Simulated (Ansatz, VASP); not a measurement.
**Sb in VASP and in Ansatz**

```
CELL_PARAMETERS angstrom
2.15060 1.24165 3.81888
-2.15060 1.24165 3.81888
0.00000 -2.48330 3.81888
ATOMIC_POSITIONS crystal
Sb 0.23364 0.23364 0.23364
Sb 0.76636 0.76636 0.76636
```

Change from the starting cell: zz strain of +2 %, crystal datasets.

Alike in both runs: task electric field gradients; functional PBE; k mesh 9 × 9 × 9; occupations fermi-dirac, width 0.05 eV; no spin polarisation.

|  | VASP | Ansatz |
| --- | --- | --- |
| version | VASP 6.6.1 | Ansatz 0.2.0 |
| potentials or method | VASP PAW PBE potentials, release 64 (Sb), cutoff 400 eV | all-electron PAW with datasets made for the crystal, scalar-relativistic |

|  | VASP | Ansatz | Ansatz less VASP |
| --- | --- | --- | --- |
| pressure (GPa) | 2.1 | 2.0 | -0.05 |
| traceless stress, the component that is largest in VASP (GPa) | -0.73 | -0.70 | +0.030 |
| rms of the force components (eV/Å) | 0.063 | 0.039 | -0.0247 |
| size of Vzz on the site where it differs most (V/Å²) | 39.6 | 43.6 | +4.01 |

Atom by atom the forces differ by 0.025 eV/Å (rms over components). Ansatz ran all-electron here, and VASP with PAW potentials.

Spin-orbit coupling is off throughout.
